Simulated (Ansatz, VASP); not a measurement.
# Ti in VASP and in Ansatz

```xyz
6
Lattice="2.9004 0.0000 0.0000 -1.4502 2.5119 0.0000 0.0000 0.0000 16.4775" Properties=species:S:1:pos:R:3 pbc="T T T"
Ti    1.4502    0.8373    2.5000
Ti    0.0000    1.6746    4.7955
Ti    1.4502    0.8373    7.0910
Ti    0.0000    1.6746    9.3865
Ti    1.4502    0.8373   11.6820
Ti    0.0000    1.6746   13.9775
```

Alike in both runs: task single point; functional PBEsol; k mesh 12 × 12 × 1; occupations gaussian, width 0.1 eV; no spin polarisation.

```csv
,VASP,Ansatz
version,VASP 6.6.1,Ansatz 0.2.0
potentials or method,"VASP PAW PBE potentials, release 64 (Ti_sv), cutoff 400 eV","scalar-relativistic, plane waves, PAW"
valence electrons in the cell,72,72
```

```tsv
	VASP	Ansatz	Ansatz less VASP
gap on the k mesh at the Fermi level (eV)	none	none	-
rms of the force components (eV/Å)	0.201	0.200	-0.0006
```

VASP's potentials were made for PBE, not for PBEsol. Atom by atom the forces differ by 0.003 eV/Å (rms over components). A gap of «none» marks a metal or a gap that the smearing closes.
